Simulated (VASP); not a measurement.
Runs of VASP 6.6.1 on FeGe. The structure is that of space group P6/mmm (No. 191), or close to it. The cells are those of the table. 

```tsv
cell	gap on the mesh (eV)	pressure (GPa)
a = 4.927, b = 4.927, c = 3.861 Å, angles 90.0, 90.0, 120.0°, 6 atoms	none	(a)
a = 5.027, b = 5.027, c = 3.942 Å, angles 90.0, 90.0, 120.0°, 6 atoms	none	-3.0
a = 4.994, b = 4.994, c = 3.916 Å, angles 90.0, 90.0, 120.0°, 6 atoms	none	0.1
a = 4.960, b = 4.960, c = 3.890 Å, angles 90.0, 90.0, 120.0°, 6 atoms	none	3.7
```

Alike in all rows: task single point; level PBE; potentials or basis VASP PAW PBE potentials, release 64 (Fe, Ge_d); no spin polarisation; k mesh 10 × 10 × 10; cutoff (eV) 520; smearing gaussian 0.05 eV.

Problem. Estimate the missing entries.

Solution. (a) 7.6.

Caveats: the run has no spin polarisation, though such a crystal can be magnetic; the cell stands under pressure (at least some runs).

A k mesh can miss the band edges, and the runs leave out spin-orbit coupling on Ge.

A gap of «none» marks levels without a gap at the run's occupations.
